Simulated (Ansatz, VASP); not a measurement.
## Pt in VASP and in Ansatz

Contents of INCAR:

```
SYSTEM = Pt
PREC = Accurate ; ENCUT = 520
EDIFF = 1E-6 ; ISMEAR = -1
SIGMA = 0.1 ; LREAL = .FALSE.
LASPH = .TRUE. ; NELM = 100
ALGO = Normal ; ISIF = 2
LWAVE = .FALSE. ; LCHARG = .FALSE.
GGA = PE ; NBANDS = 17
```

File KPOINTS:

```
Automatic mesh
0
G
  21 21 11
  0 0 0
```

The input POSCAR:

```
Pt
1.0
    2.6909988029      0.0000000000      0.0000000000
   -1.3454994014      2.3304733248      0.0000000000
    0.0000000000      0.0000000000      4.6265242318
Pt
2
Direct
    0.3333333333      0.6666666667      0.2500000000
    0.6666666667      0.3333333333      0.7500000000
```

Input for Ansatz:

```yaml
crystal:
  lattice:
    - [2.6909988029, 0.0, 0.0]
    - [-1.3454994014, 2.3304733248, 0.0]
    - [0.0, 0.0, 4.6265242318]
  atoms:
    - { symbol: Pt, position: [0.3333333333, 0.6666666667, 0.25] }
    - { symbol: Pt, position: [0.6666666667, 0.3333333333, 0.75] }
hamiltonian:
  xc: pbe
  pseudopotentials:
    kind: paw
    azcp:
      Pt: "pseudopotentials/Pt.paw.azcp"
basis:
  ecutwfc: 420
  fft_grid_basis: typed
kpoints:
  mp_grid: { grid: [21, 21, 11], shift: [0, 0, 0] }
magnetization:
  spin_polarized: false
scf:
  occupations: { method: fermi_dirac, width: 0.1 }
output:
  stress: true
```

Alike in both runs: task single point; functional PBE; k mesh 21 × 21 × 11; occupations fermi-dirac, width 0.1 eV; no spin polarisation.

|  | VASP | Ansatz |
| --- | --- | --- |
| version | VASP 6.6.1 | Ansatz 0.2.0 |
| potentials or method | VASP PAW PBE potentials, release 64 (Pt), cutoff 520 eV | plane waves (420 eV) with PAW, scalar-relativistic |
| valence electrons in the cell | 20 | 36 |

```tsv
	VASP	Ansatz	Ansatz less VASP
pressure (GPa)	24.8	25.4	+0.56
traceless stress, the component that is largest in VASP (GPa)	-1.85	-1.80	+0.046
```

With one functional, cell and mesh, what is left measures potentials, basis and numerics. VASP's potentials hold 20 valence electrons a cell and Ansatz's 36, so a difference there can come from the potentials and not from the codes.

Neither program's run includes spin-orbit coupling.
